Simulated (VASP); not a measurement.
# CuAu3 (Pm-3m) in VASP: a series of runs

CuAu3 is run at these levels: r2SCAN; tasks: single point.

Program: VASP 6.6.1. These are calculated values, not measurements. Logs are shortened: lines on timing, memory, paths and dates and some standing lists are left out, and cuts for length are marked.

## (1) The cell of the first run

The structure is cubic, space group Pm-3m (No. 221). Conventional cell: a = 4.012 Å, b = 4.012 Å, c = 4.012 Å, α = 90.00°, β = 90.00°, γ = 90.00°. Cu (site symmetry m-3m) has 12 Au at 2.84 Å within 3.7 Å. Within 3.7 Å of Au (site symmetry 4/mmm) lie 4 Cu at 2.84 Å and 8 Au at 2.84 Å.

## (2) Single point, r2SCAN

POSCAR reads:

```
CuAu3
1.0
    4.0116078943      0.0000000000      0.0000000000
    0.0000000000      4.0116078943      0.0000000000
    0.0000000000      0.0000000000      4.0116078943
Cu Au
1 3
Direct
    0.0000000000      0.0000000000      0.0000000000
    0.0000000000      0.5000000000      0.5000000000
    0.5000000000      0.0000000000      0.5000000000
    0.5000000000      0.5000000000      0.0000000000
```

INCAR.step1 reads:

```
  ALGO = Normal
  EDIFF = 1E-4
  ENCUT = 520
  GGA = PE
  ISMEAR = -1
  LASPH = True
  LCHARG = False
  LREAL = False
  LWAVE = True
  NBANDS = 30
  NELM = 100
  PREC = Accurate
  SIGMA = 0.1
```

INCAR.step2 reads:

```
  ALGO = Normal
  EDIFF = 1E-6
  ENCUT = 520
  ISIF = 2
  ISMEAR = -1
  ISTART = 1
  LASPH = True
  LCHARG = False
  LMIXTAU = True
  LREAL = False
  LWAVE = False
  METAGGA = R2SCAN
  NBANDS = 30
  NELM = 100
  PREC = Accurate
  SIGMA = 0.1
```

KPOINTS reads:

```
k-points
0
Gamma
  8 8 8
```

Potentials or basis: VASP PAW PBE potentials, release 64 (Cu, Au).

Launch:

```bash
cat potpaw_PBE.64/Cu/POTCAR potpaw_PBE.64/Au/POTCAR > POTCAR
cp INCAR.step1 INCAR
mpirun -np 1 vasp_std > vasp.out
cp INCAR.step2 INCAR
mpirun -np 1 vasp_std > vasp.out
```

OUTCAR:

```text
EDIFF = 1E-6
   ENCUT = 520
   ISIF = 2
   ISMEAR = -1
   ISTART = 1
   LASPH = True
   LREAL = False
   METAGGA = R2SCAN
   NELM = 100
   PREC = Accurate

 ion  position               nearest neighbor table
   1  0.000  0.000  0.000-   2 2.84   3 2.84   4 2.84   2 2.84   3 2.84   2 2.84   4 2.84   2 2.84
                             3 2.84   4 2.84   3 2.84   4 2.84
   2  0.000  0.500  0.500-   1 2.84   3 2.84   4 2.84   1 2.84   4 2.84   1 2.84   3 2.84   1 2.84
                             3 2.84   4 2.84   4 2.84   3 2.84
   3  0.500  0.000  0.500-   1 2.84   2 2.84   4 2.84   1 2.84   4 2.84   2 2.84   4 2.84   4 2.84
                             1 2.84   2 2.84   1 2.84   2 2.84
   4  0.500  0.500  0.000-   1 2.84   2 2.84   3 2.84   2 2.84   3 2.84   1 2.84   3 2.84   3 2.84
                             1 2.84   2 2.84   2 2.84   1 2.84

  LATTYP: Found a simple cubic cell.
 ALAT       =     4.0116078943

  Lattice vectors:

 A1 = (   4.0116078943,   0.0000000000,   0.0000000000)
 A2 = (   0.0000000000,   4.0116078943,   0.0000000000)
 A3 = (   0.0000000000,   0.0000000000,   4.0116078943)

Analysis of symmetry for initial positions (statically):
=====================================================================
 Subroutine PRICEL returns:
 Original cell was already a primitive cell.

 Routine SETGRP: Setting up the symmetry group for a
 simple cubic supercell.

 Subroutine GETGRP returns: Found 48 space group operations
 (whereof 48 operations were pure point group operations)
 out of a pool of 48 trial point group operations.

The static configuration has the point symmetry O_h .

Analysis of symmetry for dynamics (positions and initial velocities):
=====================================================================
 Subroutine PRICEL returns:
 Original cell was already a primitive cell.

 Routine SETGRP: Setting up the symmetry group for a
 simple cubic supercell.

 Subroutine GETGRP returns: Found 48 space group operations
 (whereof 48 operations were pure point group operations)
 out of a pool of 48 trial point group operations.

The dynamic configuration has the point symmetry O_h .

 Subroutine INISYM returns: Found 48 space group operations
 (whereof 48 operations are pure point group operations),
 and found     1 'primitive' translations

----------------------------------------------------------------------------------------

                                     Primitive cell

  volume of cell :      64.5588

  direct lattice vectors                    reciprocal lattice vectors
     4.011607894  0.000000000  0.000000000     0.249276606  0.000000000  0.000000000
     0.000000000  4.011607894  0.000000000     0.000000000  0.249276606  0.000000000
     0.000000000  0.000000000  4.011607894     0.000000000  0.000000000  0.249276606

  length of vectors
     4.011607894  4.011607894  4.011607894     0.249276606  0.249276606  0.249276606

  position of ions in fractional coordinates (direct lattice)
     0.000000000  0.000000000  0.000000000
     0.000000000  0.500000000  0.500000000
     0.500000000  0.000000000  0.500000000
     0.500000000  0.500000000  0.000000000

  ion indices of the primitive-cell ions
   primitive index   ion index
                 1           1
                 2           2
                 3           3
                 4           4

----------------------------------------------------------------------------------------

 KPOINTS: k-points

Automatic generation of k-mesh.
 Grid dimensions read from file:
 generate k-points for:    8    8    8

 Generating k-lattice:

  Cartesian coordinates                     Fractional coordinates (reciprocal lattice)
     0.031159576  0.000000000  0.000000000     0.125000000  0.000000000  0.000000000
     0.000000000  0.031159576  0.000000000     0.000000000  0.125000000  0.000000000
     0.000000000  0.000000000  0.031159576     0.000000000  0.000000000  0.125000000

  Length of vectors
     0.031159576  0.031159576  0.031159576

  Shift w.r.t. Gamma in fractional coordinates (k-lattice)
     0.000000000  0.000000000  0.000000000

 Subroutine IBZKPT returns following result:
 ===========================================

 Found     35 irreducible k-points:

 Following reciprocal coordinates:
            Coordinates               Weight
  0.000000  0.000000  0.000000      1.000000
  0.125000  0.000000  0.000000      6.000000
  0.250000  0.000000  0.000000      6.000000
  0.375000  0.000000  0.000000      6.000000
  0.500000  0.000000  0.000000      3.000000
  0.125000  0.125000  0.000000     12.000000
[... 16 lines left out ...]
  0.375000  0.375000  0.125000     24.000000
  0.500000  0.375000  0.125000     24.000000
 [... further k-points ...]
   k-points           NKPTS =     35   k-points in BZ     NKDIM =     35   number of bands    NBANDS=     30
   number of dos      NEDOS =    301   number of ions     NIONS =      4
   total plane-waves  NPLWV =  27000
[... 46 lines left out ...]
 non-spin polarized calculation
  energy-cutoff  :      520.00
  volume of cell :       64.56
 maximum number of plane-waves:      1763
 NGX is ok and might be reduce to    30
   NGX = 15   NGY = 15   NGZ = 15

 number of electron      44.0000026 magnetization

 Free energy of the ion-electron system (eV)
  ---------------------------------------------------
  ext. energy  EPLUGINS =         0.00000000
  ---------------------------------------------------
  free energy    TOTEN  =      -162.72543930 eV

  energy without entropy =     -162.68773223  energy(sigma->0) =     -162.70658576

 E-fermi :   8.7459     XC(G=0): -13.4637

 val. band max:        8.7164935647   @ k =   0.3750   0.3750   0.1250
 cond. band min:       8.7919689985   @ k =   0.1250   0.0000   0.0000
 fundamental gap:      0.0754754338
 Fermi energy:         8.7459115437

 k-point     1 :       0.0000    0.0000    0.0000
  band No.  band energies     occupation
      1      -1.2460      2.00000
      2       1.1546      2.00000
      3       1.9124      2.00000
      4       1.9124      2.00000
      5       1.9124      2.00000
      6       2.0620      2.00000
[... 22 lines left out ...]
     29      18.9997      0.00000
     30      18.9997      0.00000

 k-point     2 :       0.1250    0.0000    0.0000
  band No.  band energies     occupation
      1      -1.0585      2.00000
      2       1.2655      2.00000
      3       1.9623      2.00000
      4       2.0099      2.00000
      5       2.0099      2.00000
      6       2.0927      2.00000
[... 22 lines left out ...]
     29      18.9494      0.00000
     30      18.9876      0.00000

 k-point     3 :       0.2500    0.0000    0.0000
  band No.  band energies     occupation
      1      -0.5182      2.00000
      2       1.5649      2.00000
      3       2.0965      2.00000
      4       2.1541      2.00000
      5       2.2969      2.00000
      6       2.2969      2.00000
[... 22 lines left out ...]
     29      18.5328      0.00000
     30      18.8009      0.00000

 k-point     4 :       0.3750    0.0000    0.0000
  band No.  band energies     occupation
      1       0.2718      2.00000
      2       1.9004      2.00000
      3       2.1624      2.00000
      4       2.2587      2.00000
      5       2.7458      2.00000
      6       2.7458      2.00000
[... 22 lines left out ...]
     29      17.7791      0.00000
     30      18.8508      0.00000

 k-point     5 :       0.5000    0.0000    0.0000
  band No.  band energies     occupation
      1       0.8299      2.00000
      2       1.8655      2.00000
      3       2.2181      2.00000
      4       2.3389      2.00000
      5       3.1275      2.00000
      6       3.1275      2.00000
[... 22 lines left out ...]
     29      17.5231      0.00000
     30      18.8380      0.00000
[... 526 lines left out ...]
     29      19.7693      0.00000
     30      20.6479      0.00000

 k-point    22 :       0.5000    0.2500    0.1250
  band No.  band energies     occupation
      1       1.3990      2.00000
      2       2.0372      2.00000
      3       2.5221      2.00000
      4       2.7542      2.00000
      5       2.8527      2.00000
      6       3.1056      2.00000
[... 22 lines left out ...]
     29      19.1628      0.00000
     30      19.4656      0.00000

 k-point    23 :       0.3750    0.3750    0.1250
  band No.  band energies     occupation
      1       1.3770      2.00000
      2       2.3191      2.00000
      3       2.3512      2.00000
      4       2.5999      2.00000
      5       3.0603      2.00000
      6       3.2906      2.00000
[... 22 lines left out ...]
     29      19.1229      0.00000
     30      21.0024      0.00000

 k-point    24 :       0.5000    0.3750    0.1250
  band No.  band energies     occupation
      1       1.7725      2.00000
      2       2.0390      2.00000
      3       2.3491      2.00000
      4       2.6251      2.00000
      5       3.1868      2.00000
      6       3.3889      2.00000
[... 22 lines left out ...]
     29      19.5592      0.00000
     30      20.2429      0.00000

 [... further k-points ...]
[... 5 lines left out ...]
  --------------------------------------------------------------------------------------
  -------------------------------------------------------------------------------------
  Total        0.1432935      0.1432935      0.1432935      0.0000000      0.0000000     -0.0000000
  in kB        3.5561628      3.5561628      3.5561628      0.0000000      0.0000000     -0.0000000
  external PRESSURE =       3.5561628 kB  Pullay stress =       0.0000000 kB

 VOLUME and BASIS-vectors are now :
 -----------------------------------------------------------------------------
  energy-cutoff  :      520.00
  volume of cell :       64.56
      direct lattice vectors                 reciprocal lattice vectors
     4.011607894  0.000000000  0.000000000     0.249276606  0.000000000  0.000000000
     0.000000000  4.011607894  0.000000000     0.000000000  0.249276606  0.000000000
     0.000000000  0.000000000  4.011607894     0.000000000  0.000000000  0.249276606

 POSITION                                       TOTAL-FORCE (eV/Angst)
 -----------------------------------------------------------------------------------
      0.00000      0.00000      0.00000         0.000000      0.000000      0.000000
      0.00000      2.00580      2.00580         0.000000      0.000000      0.000000
      2.00580      0.00000      2.00580         0.000000      0.000000      0.000000
      2.00580      2.00580      0.00000         0.000000      0.000000      0.000000
 -----------------------------------------------------------------------------------
    total drift:                                0.000000      0.000000     -0.000000

  FREE ENERGIE OF THE ION-ELECTRON SYSTEM (eV)
  ---------------------------------------------------
  free  energy   TOTEN  =      -162.7254393028 eV

  energy  without entropy=     -162.6877322266  energy(sigma->0) =     -162.70658576
```

Run time: 6.9 min. Hardware: 1 thread of Intel Xeon 8259CL, shared host; peak memory 0.21 GiB.

What came out:

- Free energy: -162.7254 eV
- Pressure: 0.4 GPa
- Band gap on the k mesh: zero (bands 22 and 23 overlap by 2.04 eV)

Caveat: the PAW data sets were made with another functional, which shifts forces and pressure a little; spin-orbit coupling is left out, which moves the levels of the heavy elements.

## (3) Single point, r2SCAN

POSCAR reads:

```
CuAu3
1.0
    4.0116078900      0.0000000000      0.0000000000
    0.0000000000      4.0116078900      0.0000000000
    0.0000000000      0.0000000000      4.0116078900
Cu Au
1 3
Direct
    0.0000000000      0.0000000000      0.0000000000
    0.0000000000      0.5000000000      0.5000000000
    0.5000000000      0.0000000000      0.5000000000
    0.5000000000      0.5000000000      0.0000000000
```

INCAR.step1 reads:

```
SYSTEM = CuAu3
PREC     = Accurate       ! precision mode
ENCUT    = 520            ! plane-wave cutoff, eV
ISMEAR   = -1             ! smearing method
SIGMA    = 0.1            ! smearing width, eV
LREAL    = .False.        ! projectors in reciprocal space
LASPH    = .True.         ! aspherical terms in the spheres
NELM     = 60             ! most SCF steps
NBANDS   = 30             ! bands
GGA      = PE             ! functional
ALGO     = Normal         ! electronic algorithm
EDIFF    = 1E-4           ! SCF threshold, eV
LWAVE    = .True.         ! write WAVECAR
LCHARG   = .False.        ! write CHGCAR
```

INCAR.step2 reads:

```
SYSTEM = CuAu3
PREC     = Accurate       ! precision mode
ENCUT    = 520            ! plane-wave cutoff, eV
EDIFF    = 1E-7           ! SCF threshold, eV
ISMEAR   = -1             ! smearing method
SIGMA    = 0.1            ! smearing width, eV
LREAL    = .False.        ! projectors in reciprocal space
LASPH    = .True.         ! aspherical terms in the spheres
NELM     = 60             ! most SCF steps
ALGO     = Normal         ! electronic algorithm
ISIF     = 2              ! what is computed and relaxed
LWAVE    = .False.        ! write WAVECAR
LCHARG   = .False.        ! write CHGCAR
METAGGA  = R2SCAN         ! meta-GGA
LMIXTAU  = .True.       
NBANDS   = 30             ! bands
ISTART   = 1
```

KPOINTS reads:

```
regular mesh
0
Gamma
  8 8 8
  0 0 0
```

Potentials or basis: VASP PAW PBE potentials, release 64 (Cu, Au).

Launch:

```bash
cat potpaw_PBE.64/Cu/POTCAR potpaw_PBE.64/Au/POTCAR > POTCAR
cp INCAR.step1 INCAR
mpirun -np 1 vasp_std > vasp.out
cp INCAR.step2 INCAR
mpirun -np 1 vasp_std > vasp.out
```

Wall time 6.9 min (1 thread of Intel Xeon 8259CL, shared host); peak memory 0.21 GiB.

The run converged. Its results:

```yaml
Free_energy: -162.7254 eV
Pressure: 0.3 GPa
Band_gap_on_the_k_mesh: zero (bands 22 and 23 overlap by 2.04 eV)
```

Levels at points of the mesh, in eV from the Fermi level:
```tsv
k point	band 19	band 20	band 21	band 22	band 23	band 24	band 25	band 26
(0.00, 0.00, 0.00)	-1.60	-1.60	-1.60	1.17	1.17	1.17	5.97	5.97
(0.50, 0.00, 0.00)	-2.22	-2.06	-1.75	-1.60	5.47	5.67	6.10	6.10
(0.50, 0.50, 0.00)	-2.26	-2.26	-0.87	-0.22	-0.17	-0.17	8.70	9.23
(0.50, 0.50, 0.50)	-1.78	-1.78	-0.89	-0.87	-0.87	-0.87	2.94	2.94
```

Caveat: the PAW data sets were made with another functional, which shifts forces and pressure a little; spin-orbit coupling is left out, which moves the levels of the heavy elements.

## (4) Single point, r2SCAN

This run uses another cell than the first one, of 16.46 Å³/atom.

POSCAR reads:

```
CuAu3
1.0
    4.0381756100      0.0000000000      0.0000000000
    0.0000000000      4.0381756100      0.0000000000
    0.0000000000      0.0000000000      4.0381756100
Cu Au
1 3
Direct
    0.0000000000      0.0000000000      0.0000000000
    0.0000000000      0.5000000000      0.5000000000
    0.5000000000      0.0000000000      0.5000000000
    0.5000000000      0.5000000000      0.0000000000
```

INCAR.step1 reads:

```
PREC     = Accurate       # precision mode
ENCUT    = 520            # plane-wave cutoff, eV
ISMEAR   = -1             # smearing method
SIGMA    = 0.1            # smearing width, eV
LREAL    = False          # projectors in reciprocal space
LASPH    = True           # aspherical terms in the spheres
NELM     = 60             # most SCF steps
NBANDS   = 30             # bands
GGA      = PE             # functional
ALGO     = Normal         # electronic algorithm
EDIFF    = 1E-4           # SCF threshold, eV
LWAVE    = True           # write WAVECAR
LCHARG   = False          # write CHGCAR
```

INCAR.step2 reads:

```
PREC     = Accurate       # precision mode
ENCUT    = 520            # plane-wave cutoff, eV
EDIFF    = 1E-7           # SCF threshold, eV
ISMEAR   = -1             # smearing method
SIGMA    = 0.1            # smearing width, eV
LREAL    = False          # projectors in reciprocal space
LASPH    = True           # aspherical terms in the spheres
NELM     = 60             # most SCF steps
ALGO     = Normal         # electronic algorithm
ISIF     = 2              # what is computed and relaxed
LWAVE    = False          # write WAVECAR
LCHARG   = False          # write CHGCAR
METAGGA  = R2SCAN         # meta-GGA
LMIXTAU  = True         
NBANDS   = 30             # bands
ISTART   = 1
```

KPOINTS reads:

```
Automatic mesh
0
Gamma
  8 8 8
```

Launch:

```bash
cat potpaw_PBE.64/Cu/POTCAR potpaw_PBE.64/Au/POTCAR > POTCAR
cp INCAR.step1 INCAR
mpirun -np 1 vasp_std > vasp.out
cp INCAR.step2 INCAR
mpirun -np 1 vasp_std > vasp.out
```

Wall time 8.4 min (1 thread of Intel Xeon 8259CL, shared host); peak memory 0.21 GiB.

It converged, with:

- Free energy: -162.7168 eV
- Pressure: -2.6 GPa
- Band gap on the k mesh: zero (bands 22 and 23 overlap by 2.00 eV)

Levels at points of the mesh, in eV from the Fermi level:
```csv
k point,band 20,band 21,band 22,band 23,band 24,band 25
"(0.00, 0.00, 0.00)",-1.58,-1.58,1.23,1.23,1.23,5.81
"(0.50, 0.00, 0.00)",-2.02,-1.75,-1.58,5.38,5.53,6.05
"(0.50, 0.50, 0.00)",-2.21,-0.86,-0.22,-0.19,-0.19,8.61
"(0.50, 0.50, 0.50)",-1.75,-0.79,-0.77,-0.77,-0.77,2.84
```

Caveat: the PAW data sets were made with another functional, which shifts forces and pressure a little; spin-orbit coupling is left out, which moves the levels of the heavy elements.

## (5) Single point, r2SCAN

This run uses another cell than the first one, of 16.79 Å³/atom.

POSCAR reads:

```
CuAu3
1.0
    4.0643982600      0.0000000000      0.0000000000
    0.0000000000      4.0643982600      0.0000000000
    0.0000000000      0.0000000000      4.0643982600
Cu Au
1 3
Direct
    0.0000000000      0.0000000000      0.0000000000
    0.0000000000      0.5000000000      0.5000000000
    0.5000000000      0.0000000000      0.5000000000
    0.5000000000      0.5000000000      0.0000000000
```

INCAR.step1 reads:

```
SYSTEM = CuAu3
PREC = Accurate ; ENCUT = 520
ISMEAR = -1 ; SIGMA = 0.1
LREAL = .False. ; LASPH = .True.
NELM = 80 ; NBANDS = 30
GGA = PE ; ALGO = Normal
EDIFF = 1E-4 ; LWAVE = .True.
LCHARG = .False.
```

INCAR.step2 reads:

```
SYSTEM = CuAu3
PREC = Accurate ; ENCUT = 520
EDIFF = 1E-6 ; ISMEAR = -1
SIGMA = 0.1 ; LREAL = .False.
LASPH = .True. ; NELM = 80
ALGO = Normal ; ISIF = 2
LWAVE = .False. ; LCHARG = .True.
METAGGA = R2SCAN ; LMIXTAU = .True.
LELF = .True. ; LVHAR = .True.
NBANDS = 30 ; ISTART = 1
```

KPOINTS reads:

```
regular mesh
0
Gamma
  8 8 8
  0 0 0
```

Launch:

```bash
cat potpaw_PBE.64/Cu/POTCAR potpaw_PBE.64/Au/POTCAR > POTCAR
cp INCAR.step1 INCAR
mpirun -np 1 vasp_std > vasp.out
cp INCAR.step2 INCAR
mpirun -np 1 vasp_std > vasp.out
```

Run time: 8.2 min. Hardware: 1 thread of Intel Xeon 8259CL, shared host; peak memory 0.22 GiB.

It converged, with:

| Item | Value |
| --- | --- |
| Free energy | -162.6859 eV |
| Pressure | -5.2 GPa |
| Band gap on the k mesh | zero (bands 22 and 23 overlap by 1.97 eV) |

Levels at points of the mesh, in eV from the Fermi level:
```
           k point  band 18  band 19  band 20  band 21  band 22  band 23  band 24  band 25  band 26  band 27
(0.00, 0.00, 0.00)    -1.75    -1.55    -1.55    -1.55     1.29     1.29     1.29     5.66     5.66     6.69
(0.50, 0.00, 0.00)    -2.26    -2.12    -1.98    -1.75    -1.55     5.29     5.40     6.00     6.00     6.54
(0.50, 0.50, 0.00)    -2.17    -2.16    -2.16    -0.85    -0.21    -0.21    -0.21     8.52     9.01     9.19
(0.50, 0.50, 0.50)    -1.74    -1.72    -1.72    -0.70    -0.68    -0.68    -0.68     2.75     2.75     2.75
```

Caveat: the cell stands under tension; the PAW data sets were made with another functional, which shifts forces and pressure a little; spin-orbit coupling is left out, which moves the levels of the heavy elements.

## (6) The runs side by side

| cell | gap on the mesh (eV) | pressure (GPa) |
| --- | --- | --- |
| a = 4.012 Å, 4 atoms | none | 0.3 |
| a = 4.038 Å, 4 atoms | none | -2.6 |
| a = 4.064 Å, 4 atoms | none | -5.2 |

Alike in all rows: task single point; level r2SCAN; potentials or basis VASP PAW PBE potentials, release 64 (Cu, Au); no spin polarisation; k mesh 8 × 8 × 8; cutoff (eV) 520; smearing fermi-dirac 0.1 eV.

Caveats: the PAW data sets were made with another functional, which shifts forces and pressure a little; spin-orbit coupling is left out, which moves the levels of the heavy elements; the cell stands under tension (at least some runs).

Total energies depend on the potentials used, so only differences within one code and one set of settings carry meaning.

The gap in the log of VASP goes by the Fermi energy; the results here count the filled bands.